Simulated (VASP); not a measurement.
Set up this calculation in VASP 6.6.1, as the native input.

```yaml
Task: single point
Functional: PBE
Potentials_or_basis: VASP PAW PBE potentials, release 64 (Si, C)
Cutoff: 520 eV
k_mesh: 1 × 1 × 1
Occupations: gaussian, width 0.05 eV
Spin: collinear spin, zero start
Starting_moments: "[0.0, 0.0, 0.0, 0.0, 0.0, 0.0, 0.0, 0.0, 0.0, 0.0, 0.0, 0.0, 0.0, 0.0, 0.0, 0.0, 0.0] μB"
Dipole_correction: no
Further_INCAR_settings: LREAL = Auto; ALGO = Normal; EDIFF = 1e-07; NBANDS = 52
```

The structure of Si16C (a cell with a defect) lies in POSCAR:

```
Si16C
1.0
    0.0000000000      5.4300000000      5.4300000000
    5.4300000000      0.0000000000      5.4300000000
    5.4300000000      5.4300000000      0.0000000000
Si C
16 1
Direct
    0.1481917127      0.1239200737     -0.0548454880
    0.2284085635      0.4001568140      0.1671965930
    0.1314883978      0.0941108656      0.3646548803
    0.0554986188      0.1190498158      0.7037100368
    0.0857720074      0.5075355433      0.4551686924
    0.0492976980      0.7988218232      0.0352709945
   -0.1754520258      0.4699111418      0.7566231123
    0.0952920810      0.8429082873      0.2869423573
    0.4191409761     -0.4391743094      0.3532242173
    0.6252260589      0.3968654696      0.1044846225
    0.4768751381     -0.0965267035      0.1824414365
    0.7134353591     -0.0715944751      0.2621863720
    0.3978845304      0.7802977901     -0.0075200737
    0.8610379374      0.1640127072      0.2735066298
    0.3855872928      0.1718480663      0.5191324125
    0.6397712707      0.8366839779      0.6338953959
    0.4913681400      0.2070637201      0.2205075506
```

These files were run (other wordings do the same):

INCAR

```
PREC = Accurate ; ENCUT = 520
EDIFF = 1E-7 ; ISMEAR = 0
SIGMA = 0.05 ; LREAL = Auto
LASPH = T ; NELM = 150
ALGO = Normal ; ISIF = 2
LWAVE = F ; LCHARG = F
ISPIN = 2 ; MAGMOM = 0 0 0 0 0 0 0 0 0 0 0 0 0 0 0 0 0
LORBIT = 11 ; GGA = PE
NBANDS = 52
```

KPOINTS

```
Automatic mesh
0
Gamma
  1 1 1
```

Potentials or basis: VASP PAW PBE potentials, release 64 (Si, C).

Run with:

```bash
$ cat potpaw_PBE.64/Si/POTCAR potpaw_PBE.64/C/POTCAR > POTCAR
$ mpirun -np 1 vasp_gam > vasp.out
```

It gave:

```json
{
 "Pressure": "14.4 GPa",
 "Largest force": "1.453 eV/Å",
 "Net moment": "0.00 μB per cell",
 "Valence electrons inside the program's atomic spheres": "Si 1.65, 1.66, 1.70, 1.67, 1.77, 1.72, 1.80, 1.64, 1.79, 1.68, 1.76, 1.69 (each value once); C 2.51"
}
```

Caveat: the k points lie up to 1.00 Å⁻¹ apart, too coarse for converged energies, forces and pressures.

Wall time 4.3 min on 1 thread of Intel Xeon 8259CL, with other jobs on the host, peak memory 0.6 GiB.
